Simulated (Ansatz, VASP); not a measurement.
**Two plane-wave programs on InP**

Contents of POSCAR:

```
InP
1.0
    0.0000000000      2.9438029694      2.9438029694
    2.9438029694      0.0000000000      2.9438029694
    2.9438029694      2.9438029694      0.0000000000
In P
1 1
Direct
    0.0000000000      0.0000000000      0.0000000000
    0.7500000000      0.7500000000      0.7500000000
```

Contents of INCAR.step1:

```
SYSTEM = InP
PREC = Accurate ; ENCUT = 520
ISMEAR = 0 ; SIGMA = 0.05
LREAL = .False. ; LASPH = .True.
NELM = 80 ; NBANDS = 16
GGA = PE ; ALGO = Normal
EDIFF = 1E-4 ; LWAVE = .True.
LCHARG = .False.
```

The input INCAR.step2:

```
SYSTEM = InP
PREC = Accurate ; ENCUT = 520
EDIFF = 1E-7 ; ISMEAR = 0
SIGMA = 0.05 ; LREAL = .False.
LASPH = .True. ; NELM = 80
ALGO = Normal ; ISIF = 2
LWAVE = .False. ; LCHARG = .False.
METAGGA = R2SCAN ; LMIXTAU = .True.
IVDW = 13 ; VDW_S6 = 1.0
VDW_S8 = 0.6018749 ; VDW_A1 = 0.51559235
VDW_A2 = 5.77342911 ; NBANDS = 16
ISTART = 1
```

The input KPOINTS:

```
regular mesh
0
Gamma
  8 8 8
  0 0 0
```

Input for Ansatz:

```yaml
crystal:
  lattice:
    - [0.0, 2.9438029694, 2.9438029694]
    - [2.9438029694, 0.0, 2.9438029694]
    - [2.9438029694, 2.9438029694, 0.0]
  atoms:
    - { symbol: In, position: [0.0, 0.0, 0.0] }
    - { symbol: P, position: [0.75, 0.75, 0.75] }
basis:
  ecutwfc: 500
  ecutrho_ratio: 4
kpoints:
  mp_grid: { grid: [8, 8, 8] }
hamiltonian:
  xc: r2scan
  dispersion: d4
scf:
  occupations: { method: gaussian, width: 0.05 }
output:
  forces: true
  stress: true
  eigenvalues: true
```

Alike in both runs: task single point; functional r2SCAN; dispersion D4; k mesh 8 × 8 × 8; occupations gaussian, width 0.05 eV; no spin polarisation.

|  | VASP | Ansatz |
| --- | --- | --- |
| version | VASP 6.6.1 | Ansatz 0.2.0 |
| potentials or method | VASP PAW PBE potentials, release 64 (In_d, P), cutoff 520 eV | scalar-relativistic, plane waves, PAW |
| valence electrons in the cell | 18 | 18 |

|  | VASP | Ansatz | Ansatz less VASP |
| --- | --- | --- | --- |
| gap on the k mesh at the Fermi level (eV) | 1.09 | 1.09 | -0.004 |
| least direct gap on the mesh (eV) | 1.09 | 1.09 | -0.004 |
| pressure (GPa) | -0.1 | 0.0 | +0.11 |

VASP's potentials were made for PBE, not for r2SCAN.
